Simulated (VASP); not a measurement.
Here is a VASP 6.6.1 calculation.

Contents of INCAR:

```
SYSTEM = Ti
  PREC = Accurate
  ENCUT = 520
  EDIFF = 1E-6
  ISMEAR = 0
  SIGMA = 0.15
  LREAL = .FALSE.
  LASPH = .TRUE.
  NELM = 150
  ALGO = Normal
  ISIF = 2
  LWAVE = .FALSE.
  LCHARG = .FALSE.
  ISPIN = 2
  MAGMOM = 0.5
  LORBIT = 11
  NUPDOWN = 0.5
  LMAXMIX = 4
  GGA = PS
  NBANDS = 16
```

KPOINTS

```
regular mesh
0
G
  22 22 22
  0 0 0
```

POSCAR

```
Ti
1.0
   -1.6961562523      1.6961562523      1.6961562523
    1.6961562523     -1.6961562523      1.6961562523
    1.6961562523      1.6961562523     -1.6961562523
Ti
1
Direct
    0.0000000000      0.0000000000      0.0000000000
```

Potentials or basis: VASP PAW PBE potentials, release 64 (Ti_sv).

Launch:

```sh
$ cat potpaw_PBE.64/Ti_sv/POTCAR > POTCAR
$ mpirun -np 1 vasp_std > vasp.out
```

Task: What does it give for the pressure?

Result: -13.7 GPa.

Caveat: the PAW data sets were made with another functional, which shifts forces and pressure a little; the total moment is fixed, so each spin has its own Fermi level.
